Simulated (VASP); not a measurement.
**Ca: single point with PBEsol**

Crystal: Ca.

```
Ca
1.0
     0.00000    2.79420    2.79420
     2.79420    0.00000    2.79420
     2.79420    2.79420    0.00000
Ca
1
Cartesian
  0.0000 0.0000 0.0000
```

```yaml
Program: VASP 6.6.1
Task: single point
Functional: PBEsol
Potentials_or_basis: VASP PAW PBE potentials, release 64 (Ca_sv)
Cutoff: 520 eV
k_mesh: 6 × 6 × 6
Occupations: gaussian, width 0.1 eV
Spin: no spin polarisation
Dipole_correction: no
Further_INCAR_settings: ALGO = Normal; EDIFF = 1e-06; NBANDS = 11
```

```
Pressure               : -1.2 GPa
Band gap on the k mesh : zero (band 5 reaches 1.78 eV, above the bottom of band 6 at 1.59 eV)
```

Levels at points of the mesh, in eV from the Fermi level:
| k point | band 3 | band 4 | band 5 | band 6 | band 7 | band 8 |
| --- | --- | --- | --- | --- | --- | --- |
| (0.00, 0.00, 0.00) | -22.95 | -22.95 | -4.01 | 2.25 | 2.25 | 2.25 |
| (0.50, 0.00, 0.00) | -22.97 | -22.97 | -1.03 | -0.22 | 2.14 | 2.14 |
| (0.50, 0.50, 0.00) | -22.99 | -22.99 | -0.47 | 0.54 | 0.86 | 3.94 |

Wall time 6.4 s on 1 thread of Intel(R) Xeon(R) Platinum 8488C (Sapphire Rapids) (shared host), peak memory 0.16 GiB.

Caveat: the PAW data sets were made with another functional, which shifts forces and pressure a little.
